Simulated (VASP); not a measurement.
In:

```xyz
1
Lattice="-1.6261 1.6261 2.4731 1.6261 -1.6261 2.4731 1.6261 1.6261 -2.4731" Properties=species:S:1:pos:R:3 pbc="T T T"
In    0.0000    0.0000    0.0000
```

* Program: VASP 6.6.1
* Task: relaxation of cell and atoms
* Functional: PBEsol
* Potentials or basis: VASP PAW PBE potentials, release 64 (In_d)
* Cutoff: 600 eV
* k mesh: 18 × 18 × 18
* Occupations: gaussian, width 0.05 eV
* Spin: no spin polarisation

At the start: pressure -1.0 GPa; volume 26.16 Å³/atom.

Question: Where does the relaxation end?

Answer: Over 12 steps the energy falls by 3.2 meV/atom and the volume is 25.50 Å³/atom (-2.5 %); space group I4/mmm (No. 139, to 0.1 Å) before and after.

Step by step:
| step | energy change (eV) | largest force (eV/Å) | pressure (GPa) | volume (Å³) |
| --- | --- | --- | --- | --- |
| 1 | 0.0000 | 0.0000 | -0.95 | 26.16 |
| 2 | -0.0019 | 0.0000 | -0.04 | 25.57 |
| 3 | -0.0019 | 0.0000 | 0.00 | 25.55 |
| 4 | -0.0019 | 0.0000 | -0.02 | 25.54 |
| 5 | -0.0022 | 0.0000 | -0.02 | 25.52 |
| 6 | -0.0029 | 0.0000 | 0.07 | 25.47 |
| 7 | -0.0027 | 0.0000 | 0.32 | 25.36 |
| 8 | -0.0031 | 0.0000 | 0.14 | 25.43 |
| 9 | -0.0032 | 0.0000 | 0.06 | 25.49 |
| 10 | -0.0032 | 0.0000 | 0.03 | 25.48 |
| 11 | -0.0032 | 0.0000 | 0.06 | 25.47 |
| 12 | -0.0032 | 0.0000 | 0.03 | 25.50 |

Final structure:
```yaml
crystal:
  lattice:
    - [-1.59756, 1.59756, 2.49764]
    - [1.59756, -1.59756, 2.49764]
    - [1.59756, 1.59756, -2.49764]
  atoms:
    - { symbol: In, position: [0.00000, 0.00000, 0.00000] }
```

Caveat: the PAW data sets were made with another functional, which shifts forces and pressure a little.
